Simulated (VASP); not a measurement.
# KZnF3 (Pm-3m) in VASP: further runs, part 2 of 2

VASP 6.6.1. Earlier steps stand in the parts before.

## 4. Single point, PBE

This run uses another cell than the first one, of 11.68 Å³/atom.

Input file INCAR:

```
ALGO = Normal
EDIFF = 1E-7
ENCUT = 520
GGA = PE
ISIF = 2
ISMEAR = 0
LASPH = True
LCHARG = True
LELF = True
LREAL = False
LVHAR = True
LWAVE = False
NBANDS = 29
NELM = 80
PREC = Accurate
SIGMA = 0.01
```

Input file KPOINTS:

```
k-points
0
Gamma
  4 4 4
```

Input file POSCAR:

```
KZnF3
1.0
    3.8801908845      0.0000000000      0.0000000000
    0.0000000000      3.8801908845      0.0000000000
    0.0000000000      0.0000000000      3.8801908845
K Zn F
1 1 3
Direct
    0.0000000000      0.0000000000      0.0000000000
    0.5000000000      0.5000000000      0.5000000000
    0.5000000000      0.5000000000      0.0000000000
    0.0000000000      0.5000000000      0.5000000000
    0.5000000000      0.0000000000      0.5000000000
```

Started as:

```sh
> cat potpaw_PBE.64/K_sv/POTCAR potpaw_PBE.64/Zn/POTCAR potpaw_PBE.64/F/POTCAR > POTCAR
> mpirun -np 1 vasp_std > vasp.out
```

It took 14 s on 1 thread of AMD EPYC 9R45 (Zen 5), shared host; peak memory 0.14 GiB.

The run converged. Its results:

* Free energy: -19.6475 eV
* Pressure: 20.9 GPa
* Band gap on the k mesh: 4.14 eV (least direct gap 6.80 eV)

Levels at points of the mesh, in eV from the valence-band top:
```
           k point  band 17  band 18  band 19  band 20  band 21  band 22  band 23  band 24  band 25  band 26
(0.00, 0.00, 0.00)    -2.99    -2.99    -2.67    -2.67    -2.67     4.14     8.06     8.06     9.72    10.61
(0.50, 0.00, 0.00)    -2.92    -2.92    -2.22    -2.22    -1.67     7.23     8.35     9.18    10.92    10.92
(0.50, 0.50, 0.00)    -2.41    -2.31    -2.31    -2.31     0.00     8.46     9.94    10.59    10.59    11.21
(0.50, 0.50, 0.50)    -2.24    -2.24    -2.24     0.00     0.00     8.17     8.17     8.17    11.29    12.30
```

Caveat: the cell stands under pressure. As with any semilocal functional, this PBE gap is likely too small.

## 5. Single point, PBE

This run uses another cell than the first one, of 12.60 Å³/atom.

Input file INCAR:

```
SYSTEM = KZnF3
PREC = Accurate ; ENCUT = 520
EDIFF = 1E-6 ; ISMEAR = 0
SIGMA = 0.01 ; LREAL = .FALSE.
LASPH = .TRUE. ; NELM = 80
ALGO = Normal ; ISIF = 2
LWAVE = .FALSE. ; LCHARG = .FALSE.
GGA = PE ; NBANDS = 29
```

Input file KPOINTS:

```
regular mesh
0
G
  4 4 4
  0 0 0
```

Edit POSCAR of step 4 so:

```diff
@@ -2,5 +2,5 @@
 1.0
-    3.8801908845      0.0000000000      0.0000000000
-    0.0000000000      3.8801908845      0.0000000000
-    0.0000000000      0.0000000000      3.8801908845
+    3.9785561368      0.0000000000      0.0000000000
+    0.0000000000      3.9785561368      0.0000000000
+    0.0000000000      0.0000000000      3.9785561368
 K Zn F
```

Started as:

```sh
> cat potpaw_PBE.64/K_sv/POTCAR potpaw_PBE.64/Zn/POTCAR potpaw_PBE.64/F/POTCAR > POTCAR
> mpirun -np 1 vasp_std > vasp.out
```

It took 9.9 s on 1 thread of AMD EPYC 9R45 (Zen 5), shared host; peak memory 0.14 GiB.

It converged, with:

- Free energy: -20.0943 eV
- Pressure: 10.6 GPa
- Band gap on the k mesh: 3.93 eV (least direct gap 6.11 eV)

Levels at points of the mesh, in eV from the valence-band top:
| k point | band 18 | band 19 | band 20 | band 21 | band 22 | band 23 | band 24 | band 25 |
| --- | --- | --- | --- | --- | --- | --- | --- | --- |
| (0.00, 0.00, 0.00) | -2.43 | -2.18 | -2.18 | -2.18 | 3.93 | 8.45 | 8.45 | 9.54 |
| (0.50, 0.00, 0.00) | -2.38 | -1.92 | -1.92 | -1.61 | 6.83 | 8.33 | 9.47 | 11.03 |
| (0.50, 0.50, 0.00) | -2.01 | -2.01 | -1.83 | 0.00 | 8.24 | 10.07 | 10.33 | 10.33 |
| (0.50, 0.50, 0.50) | -1.81 | -1.81 | 0.00 | 0.00 | 8.34 | 8.34 | 8.34 | 10.66 |

Caveat: the cell stands under pressure. A k mesh can miss the band edges.

## 6. Single point, PBE

This run uses another cell than the first one, of 14.06 Å³/atom.

Input file INCAR:

```
SYSTEM = KZnF3
ALGO     = Normal         ! electronic algorithm
EDIFF    = 1E-6           ! SCF threshold, eV
ENCUT    = 520            ! plane-wave cutoff, eV
GGA      = PE             ! functional
ISIF     = 2              ! what is computed and relaxed
ISMEAR   = 0              ! smearing method
LASPH    = .TRUE.         ! aspherical terms in the spheres
LCHARG   = .FALSE.        ! write CHGCAR
LREAL    = .FALSE.        ! projectors in reciprocal space
LWAVE    = .FALSE.        ! write WAVECAR
NBANDS   = 29             ! bands
NELM     = 80             ! most SCF steps
PREC     = Accurate       ! precision mode
SIGMA    = 0.01           ! smearing width, eV
```

Input file KPOINTS:

```
k-points
0
G
  4 4 4
  0 0 0
```

Edit POSCAR of step 5 so:

```diff
@@ -2,5 +2,5 @@
 1.0
-    3.9785561368      0.0000000000      0.0000000000
-    0.0000000000      3.9785561368      0.0000000000
-    0.0000000000      0.0000000000      3.9785561368
+    4.1275295644      0.0000000000      0.0000000000
+    0.0000000000      4.1275295644      0.0000000000
+    0.0000000000      0.0000000000      4.1275295644
 K Zn F
```

Potentials or basis: VASP PAW PBE potentials, release 64 (K_sv, Zn, F).

Started as:

```sh
> cat potpaw_PBE.64/K_sv/POTCAR potpaw_PBE.64/Zn/POTCAR potpaw_PBE.64/F/POTCAR > POTCAR
> mpirun -np 1 vasp_std > vasp.out
```

Wall time 10 s (1 thread of AMD EPYC 9R45 (Zen 5), shared host); peak memory 0.15 GiB.

It converged, with:

```yaml
Free_energy: -20.3321 eV
Pressure: 0.2 GPa
Band_gap_on_the_k_mesh: 3.65 eV (least direct gap 5.19 eV)
```

Levels at points of the mesh, in eV from the valence-band top:
| k point | band 17 | band 18 | band 19 | band 20 | band 21 | band 22 | band 23 | band 24 | band 25 | band 26 |
| --- | --- | --- | --- | --- | --- | --- | --- | --- | --- | --- |
| (0.00, 0.00, 0.00) | -1.71 | -1.71 | -1.54 | -1.54 | -1.54 | 3.65 | 8.92 | 8.92 | 9.26 | 11.17 |
| (0.50, 0.00, 0.00) | -1.68 | -1.68 | -1.55 | -1.47 | -1.47 | 6.28 | 8.25 | 9.81 | 11.11 | 11.11 |
| (0.50, 0.50, 0.00) | -1.89 | -1.55 | -1.55 | -1.20 | 0.00 | 7.79 | 9.97 | 9.97 | 10.15 | 11.49 |
| (0.50, 0.50, 0.50) | -1.18 | -1.18 | -1.18 | 0.00 | 0.00 | 8.50 | 8.50 | 8.50 | 9.77 | 12.10 |

A k mesh can miss the band edges. As with any semilocal functional, this PBE gap is likely too small.

## 7. The runs side by side

```csv
cell,gap on the mesh (eV),pressure (GPa)
"a = 3.747 Å, 5 atoms",4.47,41.5
"a = 3.806 Å, 5 atoms",4.31,31.1
"a = 3.880 Å, 5 atoms",4.14,20.9
"a = 3.979 Å, 5 atoms",3.93,10.6
"a = 4.128 Å, 5 atoms",3.65,0.2
```

Alike in all rows: task single point; level PBE; potentials or basis VASP PAW PBE potentials, release 64 (K_sv, Zn, F); no spin polarisation; k mesh 4 × 4 × 4; cutoff (eV) 520; smearing gaussian 0.01 eV.

Caveats: the cell stands under pressure (at least some runs).

Total energies depend on the potentials used, so only differences within one code and one set of settings carry meaning.
